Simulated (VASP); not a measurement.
# AlN (P6_3mc) in VASP: notebook

Runs on AlN. Level: LDA. Tasks: single point.

Everything below comes from runs of VASP 6.6.1. Logs are shortened: lines on timing, memory, paths and dates and some standing lists are left out, and cuts for length are marked.

## 1. The cell of the first run

The structure is hexagonal, space group P6_3mc (No. 186). The conventional cell has a = 2.996 Å, b = 2.996 Å, c = 4.350 Å, α = 90.00°, β = 90.00°, γ = 120.00°. Al (site symmetry 3m) has 4 N at 1.77 to 1.81 Å within 2.3 Å. Within 2.3 Å of N (site symmetry 3m) lie 4 Al at 1.77 to 1.81 Å.

## 2. Single point, LDA

File INCAR:

```
PREC = Accurate
ENCUT = 520
EDIFF = 1E-6
ISMEAR = 0
SIGMA = 0.05
LREAL = False
LASPH = True
NELM = 60
ALGO = Normal
ISIF = 2
LWAVE = False
LCHARG = False
GGA = CA
NBANDS = 16
```

File KPOINTS:

```
regular mesh
0
Gamma
  9 9 6
```

File POSCAR:

```
AlN
1.0
    2.9960000000      0.0000000000      0.0000000000
   -1.4980000000      2.5946121098      0.0000000000
    0.0000000000      0.0000000000      4.3504000000
Al N
2 2
Direct
    0.3333333333      0.6666666667     -0.0155701587
    0.6666666667      0.3333333333      0.4844298413
    0.3333333333      0.6666666667      0.4005701587
    0.6666666667      0.3333333333      0.9005701587
```

Potentials or basis: VASP PAW LDA potentials, release 64 (Al, N).

Launch:

```sh
$ cat potpaw_LDA.64/Al/POTCAR potpaw_LDA.64/N/POTCAR > POTCAR
$ mpirun -np 1 vasp_std > vasp.out
```

OUTCAR:

```text
PREC = Accurate
   ENCUT = 520
   EDIFF = 1E-6
   ISMEAR = 0
   LREAL = False
   LASPH = True
   NELM = 60
   ISIF = 2
   GGA = CA

 ion  position               nearest neighbor table
   1  0.333  0.667  0.984-   4 1.77   4 1.77   4 1.77   3 1.81   3 2.54   2 2.78   2 2.78   2 2.78
                             2 2.78   2 2.78   2 2.78
   2  0.667  0.333  0.484-   3 1.77   3 1.77   3 1.77   4 1.81   4 2.54   1 2.78   1 2.78   1 2.78
                             1 2.78   1 2.78   1 2.78
   3  0.333  0.667  0.401-   2 1.77   2 1.77   2 1.77   1 1.81   1 2.54
   4  0.667  0.333  0.901-   1 1.77   1 1.77   1 1.77   2 1.81   2 2.54

  LATTYP: Found a hexagonal cell.
 ALAT       =     2.9960000000
 C/A-ratio  =     1.4520694259

  Lattice vectors:

 A1 = (   2.9960000000,   0.0000000000,   0.0000000000)
 A2 = (  -1.4980000000,   2.5946121098,   0.0000000000)
 A3 = (   0.0000000000,   0.0000000000,   4.3504000000)

Analysis of symmetry for initial positions (statically):
=====================================================================
 Subroutine PRICEL returns:
 Original cell was already a primitive cell.

 Routine SETGRP: Setting up the symmetry group for a
 hexagonal supercell.

 Subroutine GETGRP returns: Found 12 space group operations
 (whereof  6 operations were pure point group operations)
 out of a pool of 24 trial point group operations.

The static configuration has the point symmetry C_3v.
 The point group associated with its full space group is C_6v.

Analysis of symmetry for dynamics (positions and initial velocities):
=====================================================================
 Subroutine PRICEL returns:
 Original cell was already a primitive cell.

 Routine SETGRP: Setting up the symmetry group for a
 hexagonal supercell.

 Subroutine GETGRP returns: Found 12 space group operations
 (whereof  6 operations were pure point group operations)
 out of a pool of 24 trial point group operations.

The dynamic configuration has the point symmetry C_3v.
 The point group associated with its full space group is C_6v.

 Subroutine INISYM returns: Found 12 space group operations
 (whereof  6 operations are pure point group operations),
 and found     1 'primitive' translations

----------------------------------------------------------------------------------------

                                     Primitive cell

  volume of cell :      33.8177

  direct lattice vectors                    reciprocal lattice vectors
     2.996000000  0.000000000  0.000000000     0.333778371  0.192707032  0.000000000
    -1.498000000  2.594612110  0.000000000     0.000000000  0.385414065  0.000000000
     0.000000000  0.000000000  4.350400000     0.000000000  0.000000000  0.229863921

  length of vectors
     2.996000000  2.996000000  4.350400000     0.385414065  0.385414065  0.229863921

  position of ions in fractional coordinates (direct lattice)
     0.333333333  0.666666667  0.984429841
     0.666666667  0.333333333  0.484429841
     0.333333333  0.666666667  0.400570159
     0.666666667  0.333333333  0.900570159

  ion indices of the primitive-cell ions
   primitive index   ion index
                 1           1
                 2           2
                 3           3
                 4           4

----------------------------------------------------------------------------------------

 KPOINTS: regular mesh

Automatic generation of k-mesh.
 Grid dimensions read from file:
 generate k-points for:    9    9    6

 Generating k-lattice:

  Cartesian coordinates                     Fractional coordinates (reciprocal lattice)
     0.037086486  0.021411892  0.000000000     0.111111111  0.000000000  0.000000000
     0.000000000  0.042823785  0.000000000     0.000000000  0.111111111  0.000000000
     0.000000000  0.000000000  0.038310653     0.000000000  0.000000000  0.166666667

  Length of vectors
     0.042823785  0.042823785  0.038310653

  Shift w.r.t. Gamma in fractional coordinates (k-lattice)
     0.000000000  0.000000000  0.000000000

 Subroutine IBZKPT returns following result:
 ===========================================

 Found     48 irreducible k-points:

 Following reciprocal coordinates:
            Coordinates               Weight
  0.000000  0.000000  0.000000      1.000000
  0.111111 -0.000000  0.000000      6.000000
  0.222222 -0.000000  0.000000      6.000000
  0.333333  0.000000  0.000000      6.000000
  0.444444 -0.000000  0.000000      6.000000
  0.111111  0.111111  0.000000      6.000000
[... 16 lines left out ...]
  0.333333  0.222222  0.166667     24.000000
  0.333333  0.333333  0.166667      4.000000
 [... further k-points ...]
   k-points           NKPTS =     48   k-points in BZ     NKDIM =     48   number of bands    NBANDS=     16
   number of dos      NEDOS =    301   number of ions     NIONS =      4
   total plane-waves  NPLWV =  18432
   dimension x,y,z NGX =    24 NGY =   24 NGZ =   32
   dimension x,y,z NGXF=    48 NGYF=   48 NGZF=   64
   ions per type =               2   2
   NGX,Y,Z   is equivalent  to a cutoff of  13.32, 13.32, 12.23 a.u.
   NGXF,Y,Z  is equivalent  to a cutoff of  26.63, 26.63, 24.46 a.u.
 SYSTEM =  unknown system
   PREC   = accura    normal or accurate (medium, high low for compatibility)
   ISTART =      0    job   : 0-new  1-cont  2-samecut
   ICHARG =      2    charge: 1-file 2-atom 10-const
   ISPIN  =      1    spin polarized calculation?
   LNONCOLLINEAR =      F non collinear calculations
   LSORBIT =      F    spin-orbit coupling
   LASPH  =      T    aspherical Exc in radial PAW
   ENCUT  =  520.0 eV  38.22 Ry    6.18 a.u.   5.57  5.57  8.09*2*pi/ulx,y,z
   NELM   =     60;   NELMIN=  2; NELMDL= -5     # of ELM steps
   EDIFF  = 0.1E-05   stopping-criterion for ELM
   LREAL  =      F    real-space projection
   EDIFFG = 0.1E-04   stopping-criterion for IOM
   NSW    =      0    number of steps for IOM
   IBRION =     -1    ionic relax: 0-MD 1-quasi-New 2-CG
   NFREE  =      0    steps in history (QN), initial steepest desc. (CG)
   ISIF   =      2    stress and relaxation
   ISYM   =      2    0-nonsym 1-usesym 2-fastsym
   POTIM  = 0.5000    time-step for ionic-motion
   TEBEG  =    0.0;   TEEND  =   0.0 temperature during run
   PSTRESS=    0.0 pullay stress
   NELECT =      16.0000    total number of electrons
   NUPDOWN=      -1.0000    fix difference up-down
   EMIN   =  10.00;   EMAX   =-10.00  energy-range for DOS
   EFERMI =   0.00;   METHOD = LEGACY
   ISMEAR =     0;   SIGMA  =   0.05  broadening in eV -4-tet -1-fermi 0-gaus
   EFERMI_NEDOS =   21; number of points for ismear=-14 and -15
   IALGO  =     38    algorithm
   IMIX   =      4    mixing-type and parameters
     AMIX     =   0.40;   BMIX     =  1.00
     AMIX_MAG =   1.60;   BMIX_MAG =  1.00
  volume/ion in A,a.u.               =       8.45        57.05
  Fermi-wavevector in a.u.,A,eV,Ry     =   1.275656  2.410641 22.140747  1.627299
  Thomas-Fermi vector in A             =   2.408356
   LORBIT       =      0    0 simple, 1 ext, 2 COOP (PROOUT), +10 PAW based schemes
   GGA     = CA    functional components
   LHFCALC =     F    Hartree Fock is set to
   AEXX    =    0.0000 exact exchange contribution
   IVDW    =     0    specifies the selected vdW correction
   LEPSILON=     F    determine dielectric tensor
   LRPA    =     F    only Hartree local field effects (RPA)
 non-spin polarized calculation
 Gauss-broadening in eV      SIGMA  =   0.05
  energy-cutoff  :      520.00
  volume of cell :       33.82
 maximum number of plane-waves:       934
 NGX is ok and might be reduce to    24
   NGX = 11   NGY = 11   NGZ = 17

 number of electron      15.9999999 magnetization

 Free energy of the ion-electron system (eV)
  ---------------------------------------------------
  ext. energy  EPLUGINS =         0.00000000
  ---------------------------------------------------
  free energy    TOTEN  =       -31.72312775 eV

  energy without entropy =      -31.72312775  energy(sigma->0) =      -31.72312775

 E-fermi :   9.3503     XC(G=0): -12.2046

 val. band max:        9.0468488481   @ k =   0.0000   0.0000   0.0000
 cond. band min:      13.6966345341   @ k =   0.3333   0.3333   0.0000
 fundamental gap:      4.6497856860
 Fermi energy:         9.3502979112

 k-point     1 :       0.0000    0.0000    0.0000
  band No.  band energies     occupation
      1      -8.2995      2.00000
      2      -4.7332      2.00000
      3       1.3984      2.00000
      4       6.5392      2.00000
      5       6.5392      2.00000
      6       7.6182      2.00000
[... 8 lines left out ...]
     15      22.4958      0.00000
     16      23.1414      0.00000

 k-point     2 :       0.1111   -0.0000    0.0000
  band No.  band energies     occupation
      1      -8.1124      2.00000
      2      -4.6522      2.00000
      3       1.5966      2.00000
      4       5.8454      2.00000
      5       6.3067      2.00000
      6       7.0503      2.00000
[... 8 lines left out ...]
     15      22.3143      0.00000
     16      22.5069      0.00000

 k-point     3 :       0.2222   -0.0000    0.0000
  band No.  band energies     occupation
      1      -7.5742      2.00000
      2      -4.4687      2.00000
      3       2.1709      2.00000
      4       4.3359      2.00000
      5       5.8454      2.00000
      6       5.8914      2.00000
[... 8 lines left out ...]
     15      21.5892      0.00000
     16      22.6380      0.00000

 k-point     4 :       0.3333    0.0000    0.0000
  band No.  band energies     occupation
      1      -6.7713      2.00000
      2      -4.3726      2.00000
      3       2.7790      2.00000
      4       3.1777      2.00000
      5       4.7439      2.00000
      6       5.4298      2.00000
[... 8 lines left out ...]
     15      23.0353      0.00000
     16      23.4472      0.00000

 k-point     5 :       0.4444   -0.0000    0.0000
  band No.  band energies     occupation
      1      -5.9526      2.00000
      2      -4.5692      2.00000
      3       2.0540      2.00000
      4       3.9699      2.00000
      5       4.0975      2.00000
      6       5.1949      2.00000
[... 8 lines left out ...]
     15      23.4529      0.00000
     16      25.0638      0.00000

 k-point     6 :       0.1111    0.1111    0.0000
  band No.  band energies     occupation
      1      -7.7493      2.00000
      2      -4.5188      2.00000
      3       1.9837      2.00000
      4       5.0493      2.00000
      5       5.3442      2.00000
      6       6.6885      2.00000
[... 8 lines left out ...]
     15      21.3728      0.00000
     16      22.8436      0.00000
[... 267 lines left out ...]
 k-point    21 :       0.4444    0.1111    0.1667
  band No.  band energies     occupation
      1      -5.5904      2.00000
      2      -4.6913      2.00000
      3       1.7706      2.00000
      4       3.3093      2.00000
      5       4.3883      2.00000
      6       5.4656      2.00000
[... 8 lines left out ...]
     15      23.1645      0.00000
     16      25.1019      0.00000

 k-point    22 :       0.2222    0.2222    0.1667
  band No.  band energies     occupation
      1      -6.2158      2.00000
      2      -4.5103      2.00000
      3       2.7039      2.00000
      4       2.9830      2.00000
      5       4.9089      2.00000
      6       4.9872      2.00000
[... 8 lines left out ...]
     15      22.6680      0.00000
     16      24.8040      0.00000

 k-point    23 :       0.3333    0.2222    0.1667
  band No.  band energies     occupation
      1      -5.4899      2.00000
      2      -4.6518      2.00000
      3       2.1728      2.00000
      4       3.1811      2.00000
      5       4.0073      2.00000
      6       5.5499      2.00000
[... 8 lines left out ...]
     15      22.7006      0.00000
     16      25.0522      0.00000

 k-point    24 :       0.3333    0.3333    0.1667
  band No.  band energies     occupation
      1      -4.9625      2.00000
      2      -4.9625      2.00000
      3       2.2058      2.00000
      4       3.4436      2.00000
      5       3.4436      2.00000
      6       5.2226      2.00000
[... 8 lines left out ...]
     15      22.5322      0.00000
     16      25.1647      0.00000

 [... further k-points ...]
[... 5 lines left out ...]
  --------------------------------------------------------------------------------------
  -------------------------------------------------------------------------------------
  Total       11.1786350     11.1786350     11.0157635      0.0000000      0.0000000      0.0000000
  in kB      529.6096868    529.6096868    521.8933303      0.0000000      0.0000000      0.0000000
  external PRESSURE =     527.0375680 kB  Pullay stress =       0.0000000 kB

 VOLUME and BASIS-vectors are now :
 -----------------------------------------------------------------------------
  energy-cutoff  :      520.00
  volume of cell :       33.82
      direct lattice vectors                 reciprocal lattice vectors
     2.996000000  0.000000000  0.000000000     0.333778371  0.192707032  0.000000000
    -1.498000000  2.594612110  0.000000000     0.000000000  0.385414065  0.000000000
     0.000000000  0.000000000  4.350400000     0.000000000  0.000000000  0.229863921

 POSITION                                       TOTAL-FORCE (eV/Angst)
 -----------------------------------------------------------------------------------
     -0.00000      1.72974      4.28266        -0.000000     -0.000000     -0.012522
      1.49800      0.86487      2.10746        -0.000000     -0.000000     -0.012522
     -0.00000      1.72974      1.74264         0.000000      0.000000      0.012522
      1.49800      0.86487      3.91784        -0.000000     -0.000000      0.012522
 -----------------------------------------------------------------------------------
    total drift:                               -0.000000      0.000000      0.000087

  FREE ENERGIE OF THE ION-ELECTRON SYSTEM (eV)
  ---------------------------------------------------
  free  energy   TOTEN  =       -31.7231277514 eV

  energy  without entropy=      -31.7231277514  energy(sigma->0) =      -31.72312775
```

Wall time 8.4 s (1 thread of AMD EPYC 9R45 (Zen 5), shared host); peak memory 0.11 GiB.

Results:

```
Free energy            : -31.7231 eV
Pressure               : 52.7 GPa
Largest force          : 0.013 eV/Å
Band gap on the k mesh : 4.65 eV, indirect (least direct gap 5.27 eV)
```

Forces on the atoms (eV/Å):
```
Al   0.000  0.000 -0.013
Al   0.000  0.000 -0.013
N    0.000  0.000  0.013
N    0.000  0.000  0.013
```

Levels at points of the mesh, in eV from the valence-band top:
```tsv
k point	band 6	band 7	band 8	band 9	band 10	band 11
(0.00, 0.00, 0.00)	-1.43	-1.43	0.00	5.27	6.84	10.60
(0.00, 0.00, 0.50)	-1.99	-1.99	-1.99	7.24	7.24	10.91
```

## 3. Single point, LDA

This run uses another cell than the first one, of 8.63 Å³/atom, 1.021 times its volume.

File INCAR:

```
SYSTEM = AlN
  ALGO = Normal
  EDIFF = 1E-7
  ENCUT = 520
  ISIF = 2
  ISMEAR = 0
  LASPH = .True.
  LCHARG = .False.
  LREAL = .False.
  LWAVE = .False.
  NBANDS = 16
  NELM = 80
  PREC = Accurate
  SIGMA = 0.05
```

File KPOINTS:

```
k-points
0
Gamma
  9 9 6
  0 0 0
```

File POSCAR:

```
AlN
1.0
    3.0268000000      0.0000000000      0.0000000000
   -1.5134000000      2.6212856922      0.0000000000
    0.0000000000      0.0000000000      4.3504000000
Al N
2 2
Direct
    0.3333333333      0.6666666667     -0.0174032583
    0.6666666667      0.3333333333      0.4825967417
    0.3333333333      0.6666666667      0.4024032583
    0.6666666667      0.3333333333      0.9024032583
```

Potentials or basis: VASP PAW LDA potentials, release 64 (Al, N).

Launch:

```sh
$ cat potpaw_LDA.64/Al/POTCAR potpaw_LDA.64/N/POTCAR > POTCAR
$ mpirun -np 1 vasp_std > vasp.out
```

Wall time 9.2 s (1 thread of AMD EPYC 9R45 (Zen 5), shared host); peak memory 0.11 GiB.

The run converged. Its results:

```
Free energy            : -31.9341 eV
Pressure               : 43.8 GPa
Largest force          : 0.006 eV/Å
Band gap on the k mesh : 4.65 eV, indirect (least direct gap 5.00 eV)
```

Forces in eV/Å, atoms in the order of the input:
```
Al   0.000  0.000 -0.006
Al   0.000  0.000 -0.006
N    0.000  0.000  0.006
N    0.000  0.000  0.006
```

Stress tensor (GPa, compression positive):
```
43.53  0.00  0.00
 0.00 43.53  0.00
 0.00  0.00 44.39
```

Levels at points of the mesh, in eV from the valence-band top:
```csv
k point,band 5,band 6,band 7,band 8,band 9,band 10,band 11,band 12
"(0.00, 0.00, 0.00)",-2.60,-1.48,-1.48,0.00,5.00,6.52,10.30,10.30
"(0.00, 0.00, 0.50)",-2.07,-2.07,-2.07,-2.07,6.98,6.98,10.60,10.60
```

(Part 1 of 2 ends here.)
